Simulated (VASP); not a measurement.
# In3As3H8 in VASP: single point with PBE

Aim: the single point of In3As3H8 with PBE.

Program: VASP 6.6.1. These are calculated values, not measurements. Logs are shortened: lines on timing, memory, paths and dates and some standing lists are left out, and cuts for length are marked.

### Step 1. The cell of the first run

The cell holds a wire or tube with vacuum around it, 14 atoms: a = 16.200 Å, b = 15.800 Å, c = 4.517 Å, α = 90.00°, β = 90.00°, γ = 90.00°.

### Step 2. Single point, PBE

Input file INCAR:

```
PREC = Accurate
ENCUT = 520
EDIFF = 1E-7
ISMEAR = 0
SIGMA = 0.05
LREAL = F
LASPH = T
NELM = 80
ALGO = Normal
ISIF = 2
LWAVE = F
LCHARG = F
GGA = PE
NBANDS = 44
```

Input file KPOINTS:

```
Automatic mesh
0
Gamma
  1 1 12
```

Input file POSCAR:

```
In3As3H8
1.0
   16.2000000000      0.0000000000      0.0000000000
    0.0000000000     15.8000000000      0.0000000000
    0.0000000000      0.0000000000      4.5169321186
In As H
3 3 8
Direct
    0.5000000000      0.5257072614      0.0000000000
    0.3180596157      0.3572780031      0.5000000000
    0.6819403843      0.3572780031      0.5000000000
    0.5000000000      0.6224053522      0.5000000000
    0.6415931716      0.4460068222      0.0000000000
    0.3584068284      0.4460068222      0.0000000000
    0.4296378589      0.6860837248      0.5000000000
    0.5703621411      0.6860837248      0.5000000000
    0.3866671444      0.2733565310      0.5000000000
    0.2111032766      0.3578149456      0.5000000000
    0.6973365420      0.5238074881      0.0000000000
    0.6133328556      0.2733565310      0.5000000000
    0.7888967234      0.3578149456      0.5000000000
    0.3026634580      0.5238074881      0.0000000000
```

Potentials or basis: VASP PAW PBE potentials, release 64 (In_d, As, H).

On the command line:

```bash
> cat potpaw_PBE.64/In_d/POTCAR potpaw_PBE.64/As/POTCAR potpaw_PBE.64/H/POTCAR > POTCAR
> mpirun -np 1 vasp_std > vasp.out
```

OUTCAR:

```text
PREC = Accurate
   ENCUT = 520
   EDIFF = 1E-7
   ISMEAR = 0
   LREAL = F
   LASPH = T
   NELM = 80
   ISIF = 2
   GGA = PE

 ion  position               nearest neighbor table
   1  0.500  0.526  0.000-   5 2.62   6 2.62   4 2.73   4 2.73
   2  0.318  0.357  0.500-   9 1.73  10 1.73   6 2.74   6 2.74
   3  0.682  0.357  0.500-  12 1.73  13 1.73   5 2.74   5 2.74
   4  0.500  0.622  0.500-   7 1.52   8 1.52   1 2.73   1 2.73
   5  0.642  0.446  0.000-  11 1.53   1 2.62   3 2.74   3 2.74
   6  0.358  0.446  0.000-  14 1.53   1 2.62   2 2.74   2 2.74
   7  0.430  0.686  0.500-   4 1.52
   8  0.570  0.686  0.500-   4 1.52
   9  0.387  0.273  0.500-   2 1.73
  10  0.211  0.358  0.500-   2 1.73
  11  0.697  0.524  0.000-   5 1.53
  12  0.613  0.273  0.500-   3 1.73
  13  0.789  0.358  0.500-   3 1.73
  14  0.303  0.524  0.000-   6 1.53

  LATTYP: Found a simple orthorhombic cell.
 ALAT       =     4.5169321186
 B/A-ratio  =     3.4979494013
 C/A-ratio  =     3.5865050824

  Lattice vectors:

 A1 = (   0.0000000000,   0.0000000000,  -4.5169321186)
 A2 = (   0.0000000000,  15.8000000000,   0.0000000000)
 A3 = (  16.2000000000,   0.0000000000,   0.0000000000)

Analysis of symmetry for initial positions (statically):
=====================================================================
 Subroutine PRICEL returns:
 Original cell was already a primitive cell.

 Routine SETGRP: Setting up the symmetry group for a
 simple orthorhombic supercell.

 Subroutine GETGRP returns: Found  4 space group operations
 (whereof  4 operations were pure point group operations)
 out of a pool of  8 trial point group operations.

The static configuration has the point symmetry C_2v.

Analysis of symmetry for dynamics (positions and initial velocities):
=====================================================================
 Subroutine PRICEL returns:
 Original cell was already a primitive cell.

 Routine SETGRP: Setting up the symmetry group for a
 simple orthorhombic supercell.

 Subroutine GETGRP returns: Found  4 space group operations
 (whereof  4 operations were pure point group operations)
 out of a pool of  8 trial point group operations.
[... 115 lines left out ...]
   POTIM  = 0.5000    time-step for ionic-motion
   TEBEG  =    0.0;   TEEND  =   0.0 temperature during run
   PSTRESS=    0.0 pullay stress
   NELECT =      62.0000    total number of electrons
   NUPDOWN=      -1.0000    fix difference up-down
   EMIN   =  10.00;   EMAX   =-10.00  energy-range for DOS
   EFERMI =   0.00;   METHOD = LEGACY
   ISMEAR =     0;   SIGMA  =   0.05  broadening in eV -4-tet -1-fermi 0-gaus
   EFERMI_NEDOS =   21; number of points for ismear=-14 and -15
   IALGO  =     38    algorithm
   IMIX   =      4    mixing-type and parameters
     AMIX     =   0.40;   BMIX     =  1.00
     AMIX_MAG =   1.60;   BMIX_MAG =  1.00
  volume/ion in A,a.u.               =      82.58       557.29
  Fermi-wavevector in a.u.,A,eV,Ry     =   0.617353  1.166628  5.185515  0.381125
  Thomas-Fermi vector in A             =   1.675408
   LORBIT       =      0    0 simple, 1 ext, 2 COOP (PROOUT), +10 PAW based schemes
   GGA     = PE    functional components
   LHFCALC =     F    Hartree Fock is set to
   AEXX    =    0.0000 exact exchange contribution
   IVDW    =     0    specifies the selected vdW correction
   LEPSILON=     F    determine dielectric tensor
   LRPA    =     F    only Hartree local field effects (RPA)
 non-spin polarized calculation
 Gauss-broadening in eV      SIGMA  =   0.05
  energy-cutoff  :      520.00
  volume of cell :     1156.15
 maximum number of plane-waves:     31179
   NGX = 61   NGY = 59   NGZ = 17

 number of electron      62.0000017 magnetization

 Free energy of the ion-electron system (eV)
  ---------------------------------------------------
  ext. energy  EPLUGINS =         0.00000000
  ---------------------------------------------------
  free energy    TOTEN  =       -46.78065263 eV

  energy without entropy =      -46.78065263  energy(sigma->0) =      -46.78065263

 E-fermi :  -3.9160     XC(G=0):  -2.4354

 val. band max:       -4.1981480865   @ k =   0.0000   0.0000   0.0000
 cond. band min:      -2.0420916449   @ k =   0.0000   0.0000   0.0000
 fundamental gap:      2.1560564416
 Fermi energy:        -3.9160279495

 k-point     1 :       0.0000    0.0000    0.0000
  band No.  band energies     occupation
      1     -18.1141      2.00000
      2     -18.0294      2.00000
      3     -18.0245      2.00000
      4     -17.9626      2.00000
      5     -17.9338      2.00000
      6     -17.1918      2.00000
[... 311 lines left out ...]
     42       1.7749      0.00000
     43       1.8976      0.00000
 [bands above 43 left out]

------------------------ aborting loop because EDIFF is reached ----------------------------------------

  FORCE on cell =-STRESS in cart. coord.  units (eV):
  Direction    XX          YY          ZZ          XY          YZ          ZX
  --------------------------------------------------------------------------------------
  -------------------------------------------------------------------------------------
  Total        0.0967518      0.1086441     -0.0201396      0.0000000      0.0000000      0.0000000
  in kB        0.1340769      0.1505570     -0.0279091      0.0000000      0.0000000      0.0000000
  external PRESSURE =       0.0855749 kB  Pullay stress =       0.0000000 kB

 VOLUME and BASIS-vectors are now :
 -----------------------------------------------------------------------------
  energy-cutoff  :      520.00
  volume of cell :     1156.15
      direct lattice vectors                 reciprocal lattice vectors
    16.200000000  0.000000000  0.000000000     0.061728395  0.000000000  0.000000000
     0.000000000 15.800000000  0.000000000     0.000000000  0.063291139  0.000000000
     0.000000000  0.000000000  4.516932119     0.000000000  0.000000000  0.221389203

 POSITION                                       TOTAL-FORCE (eV/Angst)
 -----------------------------------------------------------------------------------
      8.10000      8.30617      0.00000        -0.000000     -0.001155      0.000000
      5.15257      5.64499      2.25847        -0.023121     -0.012862      0.000000
     11.04743      5.64499      2.25847         0.023121     -0.012862      0.000000
      8.10000      9.83400      2.25847        -0.000000     -0.108213      0.000000
     10.39381      7.04691      0.00000        -0.045442     -0.057415      0.000000
      5.80619      7.04691      0.00000         0.045442     -0.057415      0.000000
      6.96013     10.84012      2.25847        -0.058407      0.057473     -0.000000
      9.23987     10.84012      2.25847         0.058407      0.057473      0.000000
      6.26401      4.31903      2.25847         0.000229      0.005411      0.000000
      3.41987      5.65348      2.25847         0.017637      0.003126      0.000000
     11.29685      8.27616      0.00000         0.048165      0.058950      0.000000
      9.93599      4.31903      2.25847        -0.000229      0.005411      0.000000
     12.78013      5.65348      2.25847        -0.017637      0.003126      0.000000
      4.90315      8.27616      0.00000        -0.048165      0.058950      0.000000
 -----------------------------------------------------------------------------------
    total drift:                                0.000000      0.001251     -0.000001

  FREE ENERGIE OF THE ION-ELECTRON SYSTEM (eV)
  ---------------------------------------------------
  free  energy   TOTEN  =       -46.7806526307 eV

  energy  without entropy=      -46.7806526307  energy(sigma->0) =      -46.78065263
```

Wall time 15 min (1 thread of Intel Xeon Platinum 8375C at 2.90GHz (Ice Lake), shared host); peak memory 1.1 GiB.

Results:

| Item | Value |
| --- | --- |
| Free energy | -46.7807 eV |
| Largest force | 0.108 eV/Å |
| Band gap on the k mesh | 2.16 eV |

Forces on the atoms (eV/Å):
```
In   0.000 -0.001  0.000
In  -0.023 -0.013  0.000
In   0.023 -0.013  0.000
As   0.000 -0.108  0.000
As  -0.045 -0.057  0.000
As   0.045 -0.057  0.000
H   -0.058  0.057  0.000
H    0.058  0.057  0.000
H    0.000  0.005  0.000
H    0.018  0.003  0.000
H    0.048  0.059  0.000
H    0.000  0.005  0.000
H   -0.018  0.003  0.000
H   -0.048  0.059  0.000
```

Levels at points of the mesh, in eV from the valence-band top:
| k point | band 27 | band 28 | band 29 | band 30 | band 31 | band 32 | band 33 | band 34 | band 35 | band 36 |
| --- | --- | --- | --- | --- | --- | --- | --- | --- | --- | --- |
| (0.00, 0.00, 0.00) | -1.14 | -1.08 | -0.54 | -0.09 | 0.00 | 2.16 | 2.90 | 2.96 | 4.03 | 4.20 |
| (0.00, 0.00, 0.50) | -1.28 | -1.26 | -1.20 | -0.84 | -0.80 | 2.98 | 3.49 | 4.01 | 4.09 | 4.35 |

Caveat: spin-orbit coupling is left out, which moves the levels of the heavy elements.
